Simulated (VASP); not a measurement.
Write the native input for VASP 6.6.1 that does the following.

| Item | Value |
| --- | --- |
| Task | single point |
| Functional | PBEsol |
| Potentials or basis | VASP PAW PBE potentials, release 64 (Ta_pv, N) |
| Cutoff | 520 eV |
| k mesh | 12 × 12 × 12 |
| Occupations | gaussian, width 0.1 eV |
| Spin | no spin polarisation |
| Dipole correction | no |
| Further INCAR settings | ALGO = Normal; EDIFF = 1e-06; NBANDS = 33 |

The structure of TaN lies in POSCAR:

```
TaN
1.0
    5.2149669717      0.0000000000      0.0000000000
   -2.6074834859      4.5162938774      0.0000000000
    0.0000000000      0.0000000000      2.8091173592
Ta N
3 3
Direct
    0.3333333331      0.6666666693      0.5000000000
    0.6666666693      0.3333333331      0.5000000000
   -0.0000000014     -0.0000000014      0.0000000000
    0.3919428975      0.0000000030      0.0000000000
    0.6080570986      0.6080570986      0.0000000000
    0.0000000030      0.3919428975      0.0000000000
```

This cell differs from its parent crystal: uniaxial strain along c: -3.0 %, then relaxed in part.

One way to write it, as run:

INCAR

```
PREC = Accurate ; ENCUT = 520
EDIFF = 1E-6 ; ISMEAR = 0
SIGMA = 0.1 ; LREAL = False
LASPH = True ; NELM = 80
ALGO = Normal ; ISIF = 2
LWAVE = False ; LCHARG = True
GGA = PS ; LELF = True
LVHAR = True ; NBANDS = 33
```

KPOINTS

```
Automatic mesh
0
Gamma
  12 12 12
```

Potentials or basis: VASP PAW PBE potentials, release 64 (Ta_pv, N).

Run with:

```sh
$ cat potpaw_PBE.64/Ta_pv/POTCAR potpaw_PBE.64/N/POTCAR > POTCAR
$ mpirun -np 1 vasp_std > vasp.out
```

It gave:

* Pressure: 7.8 GPa
* Largest force: 0.004 eV/Å
* Band gap on the k mesh: zero (bands 24 and 25 overlap by 3.12 eV)

Caveat: the cell differs from its parent crystal (uniaxial strain along c: -3.0 %, then relaxed in part); the cell stands under pressure; the PAW data sets were made with another functional, which shifts forces and pressure a little; spin-orbit coupling is left out, which moves the levels of the heavy elements.

Wall time 2.8 min on 1 thread of AMD EPYC 9R45 96-Core Processor (Zen 5), with other jobs on the host, peak memory 0.32 GiB.
